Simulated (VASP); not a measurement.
A run of VASP 6.6.1 is set up as follows.

The input INCAR:

```
SYSTEM = Nb
ALGO = Normal ; EDIFF = 1E-7
ENCUT = 520 ; GGA = RE
ISIF = 2 ; ISMEAR = -1
IVDW = 13 ; LASPH = .TRUE.
LCHARG = .FALSE. ; LREAL = .FALSE.
LWAVE = .FALSE. ; NBANDS = 12
NELM = 60 ; PREC = Accurate
SIGMA = 0.2
```

KPOINTS

```
k-points
0
G
  12 12 12
  0 0 0
```

The input POSCAR:

```
Nb
1.0
   -1.6639500000      1.6639500000      1.6639500000
    1.6639500000     -1.6639500000      1.6639500000
    1.6639500000      1.6639500000     -1.6639500000
Nb
1
Direct
    0.0000000000      0.0000000000      0.0000000000
```

Potentials or basis: VASP PAW PBE potentials, release 64 (Nb_sv).

Launch:

```console
$ cat potpaw_PBE.64/Nb_sv/POTCAR > POTCAR
$ mpirun -np 1 vasp_std > vasp.out
```

What does it give for the pressure?

-4.5 GPa.

Estimate the dispersion energy per atom.

-0.484 eV.

Caveat: the PAW data sets were made with another functional, which shifts forces and pressure a little; pairwise dispersion overbinds metals, which lowers pressure and volume.
